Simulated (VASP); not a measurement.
Here is a VASP 6.6.1 calculation.

INCAR

```
PREC = Accurate
ENCUT = 600
EDIFF = 1E-6
ISMEAR = 0
SIGMA = 0.1
LREAL = F
LASPH = T
NELM = 80
ALGO = Normal
ISIF = 3
LWAVE = F
LCHARG = F
GGA = PE
IBRION = 2
NSW = 90
EDIFFG = -0.04
```

Contents of KPOINTS:

```
regular mesh
0
Gamma
  6 6 4
```

POSCAR

```
Be2B3
1.0
    1.8146954682     -2.3209698877      0.0000000000
    1.8146954682      2.3209698877      0.0000000000
    0.0000000000      0.0000000000      4.3686834020
Be B
2 3
Direct
    0.1895161497      0.1895161497      0.1895161497
    0.8104838503      0.8104838503      0.1895161497
    0.5000000000      0.5000000000      0.7475769134
    0.8420984280      0.1579015720      0.5000000000
    0.1579015720      0.8420984280      0.5000000000
```

Potentials or basis: VASP PAW PBE potentials, release 64 (Be, B).

The run is started by

```console
$ cat potpaw_PBE.64/Be/POTCAR potpaw_PBE.64/B/POTCAR > POTCAR
$ mpirun -np 1 vasp_std > vasp.out
```

(1) Estimate the relaxed volume.

(2) Predict the relaxed cell.

(3) Predict the space group after relaxing (to 0.05 Å).

## Answers

(1) 8.50 Å³/atom.

(2) a = 3.536 Å, b = 3.536 Å, c = 3.444 Å, α = 90.00°, β = 90.00°, γ = 80.66°.

(3) Cmm2 (No. 35).

Caveat: the k points lie up to 0.46 Å⁻¹ apart in the final cell; the volume moved by over 15 % at a fixed basis, so the end points are rough.
